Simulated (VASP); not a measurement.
Mg2ZnTe3: single point with PBE

The system is Mg2ZnTe3.

```
Mg Zn Te
1.0
     4.51649    0.00000    0.00000
    -2.25824    3.91139    0.00000
     0.00000    0.00000   22.30667
Mg Zn Te
4 2 6
Cartesian
  0.0000 2.6076 7.5272
  0.0000 2.6076 14.8645
  2.2582 1.3038 3.7112
  2.2582 1.3038 18.6806
  0.0000 2.6076 0.0424
  2.2582 1.3038 11.1957
  0.0000 2.6076 2.7265
  0.0000 2.6076 10.3577
  0.0000 2.6076 17.6831
  2.2582 1.3038 6.5297
  2.2582 1.3038 13.8798
  2.2582 1.3038 21.5110
```

```yaml
Program: VASP 6.6.1
Task: single point
Functional: PBE
Potentials_or_basis: VASP PAW PBE potentials, release 64 (Mg, Zn, Te)
Cutoff: 520 eV
k_mesh: 6 × 6 × 2
Occupations: gaussian, width 0.02 eV
Spin: no spin polarisation
Dipole_correction: no
Further_INCAR_settings: ALGO = Normal; EDIFF = 1e-07; NBANDS = 46
```

- Pressure: 0.0 GPa
- Largest force: 0.016 eV/Å
- Band gap on the k mesh: 1.41 eV, direct

Forces on the atoms (eV/Å):
```
Mg   0.000  0.000 -0.001
Mg   0.000  0.000  0.003
Mg   0.000  0.000  0.003
Mg   0.000  0.000 -0.001
Zn   0.000  0.000 -0.001
Zn   0.000  0.000 -0.001
Te   0.000  0.000  0.013
Te   0.000  0.000 -0.016
Te   0.000  0.000  0.001
Te   0.000  0.000  0.001
Te   0.000  0.000  0.013
Te   0.000  0.000 -0.016
```

Levels at points of the mesh, in eV from the valence-band top:
| k point | band 30 | band 31 | band 32 | band 33 | band 34 | band 35 | band 36 | band 37 | band 38 | band 39 |
| --- | --- | --- | --- | --- | --- | --- | --- | --- | --- | --- |
| (0.00, 0.00, 0.00) | -0.09 | -0.07 | -0.07 | 0.00 | 0.00 | 1.41 | 1.75 | 2.67 | 3.15 | 3.21 |
| (0.50, 0.00, 0.00) | -1.00 | -0.92 | -0.88 | -0.75 | -0.58 | 2.21 | 2.55 | 2.90 | 2.99 | 3.26 |
| (0.00, 0.00, 0.50) | -0.36 | -0.03 | -0.03 | -0.03 | -0.03 | 1.63 | 1.63 | 2.85 | 2.85 | 3.29 |
| (0.50, 0.00, 0.50) | -1.05 | -1.03 | -1.03 | -0.64 | -0.64 | 2.38 | 2.38 | 3.09 | 3.09 | 3.19 |

It took 4.3 min on 1 thread of Intel(R) Xeon(R) Platinum 8488C (Sapphire Rapids), with other jobs on the host, peak memory 0.64 GiB.

Caveat: spin-orbit coupling is left out, which moves the levels of the heavy elements. A k mesh can miss the band edges.
